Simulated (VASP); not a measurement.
A run of VASP 6.6.1 is set up as follows.

The input INCAR:

```
ALGO = Normal
EDIFF = 1E-6
ENCUT = 520
GGA = PE
ISIF = 2
ISMEAR = 0
IVDW = 12
LASPH = True
LCHARG = True
LELF = True
LREAL = Auto
LVHAR = True
LWAVE = False
NBANDS = 42
NELM = 80
PREC = Accurate
SIGMA = 0.15
```

File KPOINTS:

```
k-points
0
Gamma
  3 4 1
```

Contents of POSCAR:

```
Al16H2C
1.0
    8.1000000000      0.0000000000      0.0000000000
    0.0000000000      5.7275650000      0.0000000000
    0.0000000000      0.0000000000     16.2956740000
Al C H
16 1 2
Direct
    0.2500000000      0.2499999564      0.0613659797
    0.7500000000      0.2499999564      0.0613659797
    0.2500000000      0.7500000436      0.0613659797
    0.7500000000      0.7500000436      0.0613659797
   -0.0000040741     -0.0015881094      0.1418687561
    0.5000402469     -0.0012892041      0.1404978401
    0.0000103704      0.4978600854      0.1370130502
    0.4999717284      0.4994089111      0.1399299593
    0.2514904938      0.2415328329      0.2334227477
    0.7487004938      0.2417004434      0.2334351436
    0.2490062963      0.7479007222      0.2325639308
    0.7510727160      0.7476419735      0.2325304863
   -0.0003527160     -0.0333420921      0.3304874042
    0.5001353086     -0.0036450045      0.3126338929
    0.0003877778      0.4680667963      0.3065146001
    0.5000130864      0.4979388274      0.3110331000
   -0.0014156790      0.5488812436      0.4192532938
   -0.1152960494      0.5286405305      0.4551306071
    0.1096871605      0.5299962550      0.4572888486
```

Potentials or basis: VASP PAW PBE potentials, release 64 (Al, C, H).

Launch:

```bash
$ cat potpaw_PBE.64/Al/POTCAR potpaw_PBE.64/C/POTCAR potpaw_PBE.64/H/POTCAR > POTCAR
$ mpirun -np 1 vasp_std > vasp.out
```

Problem. What does it give for the largest force?

Solution. 0.473 eV/Å.

Problem. What does it give for the band gap on the k mesh?

Solution. Zero (bands 27 and 28 overlap by 0.88 eV).

Problem. Estimate the dispersion energy per atom.

Solution. -0.183 eV.

Forces on the atoms (eV/Å):
```
Al  -0.034 -0.015  0.022
Al   0.034 -0.014  0.022
Al  -0.022 -0.026 -0.004
Al   0.021 -0.026 -0.006
Al   0.000 -0.013  0.011
Al   0.000 -0.013  0.001
Al   0.000 -0.019  0.011
Al   0.001 -0.005 -0.002
Al   0.017 -0.050  0.018
Al  -0.016 -0.051  0.019
Al  -0.012 -0.043 -0.007
Al   0.010 -0.043 -0.009
Al  -0.003 -0.309  0.114
Al   0.000 -0.031  0.006
Al   0.008 -0.307 -0.019
Al   0.000 -0.019  0.000
C   -0.009  0.466 -0.082
H   -0.009  0.263 -0.037
H    0.012  0.256 -0.060
```
